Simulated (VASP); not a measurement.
**Al: single point with r2SCAN**

The system is Al.

```
CELL_PARAMETERS angstrom
1.98885 1.98885 0.00000
-1.98885 1.98885 0.00000
0.00000 0.00000 4.05257
ATOMIC_POSITIONS crystal
Al 0.00000 0.00000 0.00000
Al 0.50000 0.50000 0.50000
```

This cell differs from its parent crystal: uniaxial strain along c: +1.5 %.

```yaml
Program: VASP 6.6.1
Task: single point
Functional: r2SCAN
Potentials_or_basis: VASP PAW PBE potentials, release 64 (Al)
Cutoff: 520 eV
k_mesh: 18 × 18 × 14
Occupations: gaussian, width 0.1 eV
Spin: no spin polarisation
Dipole_correction: no
Further_INCAR_settings: ALGO = Normal; EDIFF = 1e-07; NBANDS = 10
```

| Quantity | Value |
| --- | --- |
| Pressure | -0.9 GPa |
| Band gap on the k mesh | zero (bands 3 and 4 overlap by 12.54 eV) |

Stress tensor (GPa, compression positive):
```
-0.40  0.00  0.00
 0.00 -0.40  0.00
 0.00  0.00 -2.02
```

Levels at points of the mesh, in eV from the Fermi level:
```tsv
k point	band 1	band 2	band 3	band 4	band 5	band 6	band 7	band 8
(0.00, 0.00, 0.00)	-12.06	-3.44	-1.94	5.61	6.38	6.38	10.43	13.33
(0.50, 0.00, 0.00)	-7.18	-7.18	1.12	1.12	2.87	2.87	10.61	10.61
(0.50, 0.50, 0.00)	-3.15	-3.15	-1.55	-1.55	5.38	5.38	5.94	5.94
(0.00, 0.00, 0.50)	-9.69	-9.69	7.96	7.96	8.39	8.39	8.39	8.39
(0.50, 0.00, 0.50)	-5.13	-5.13	-4.59	-4.59	11.96	11.96	12.35	12.35
(0.50, 0.50, 0.50)	-0.96	-0.96	-0.96	-0.96	0.04	0.04	1.75	1.75
```

Wall time 2.2 min on 1 thread of Intel(R) Xeon(R) 6975P-C (Granite Rapids), with other jobs on the host, peak memory 0.23 GiB.

Caveat: the cell differs from its parent crystal (uniaxial strain along c: +1.5 %); the PAW data sets were made with another functional, which shifts forces and pressure a little.
